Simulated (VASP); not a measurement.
**PbS (rocksalt type): single point with PBE**

PbS (rocksalt type):

```
CELL_PARAMETERS angstrom
0.00000 2.69262 2.69262
2.69262 0.00000 2.69262
2.69262 2.69262 0.00000
ATOMIC_POSITIONS crystal
Pb 0.00000 0.00000 0.00000
S 0.50000 0.50000 0.50000
```

This cell differs from its parent crystal: volume scaled by 0.72.

```json
{
  "Program": "VASP 6.6.1",
  "Task": "single point",
  "Functional": "PBE",
  "Potentials or basis": "VASP PAW PBE potentials, release 64 (Pb_d, S)",
  "Cutoff": "520 eV",
  "k mesh": "14 × 14 × 14",
  "Occupations": "fermi-dirac, width 0.1 eV",
  "Spin": "no spin polarisation",
  "Dipole correction": "no",
  "Further INCAR settings": "ALGO = Normal; EDIFF = 1e-06; NBANDS = 17"
}
```

```yaml
Pressure: 34.4 GPa
Band_gap_on_the_k_mesh: 0.08 eV, direct
```

Levels at points of the mesh, in eV from the valence-band top:
```
           k point  band 7  band 8  band 9  band 10  band 11  band 12  band 13  band 14
(0.00, 0.00, 0.00)   -5.09   -3.58   -3.58    -3.58     6.09     6.09     6.09     6.36
(0.50, 0.00, 0.00)  -10.80   -2.81   -2.81    -0.33     0.89     1.32     1.32     9.23
(0.50, 0.50, 0.00)   -7.83   -7.55   -5.38    -5.38     2.65     6.83     7.14     7.14
```

It took 26 s on 1 thread of Intel(R) Xeon(R) 6975P-C (Granite Rapids), on a shared host, peak memory 0.2 GiB.

Caveat: spin-orbit coupling is left out, which moves the levels of the heavy elements. A k mesh can miss the band edges.
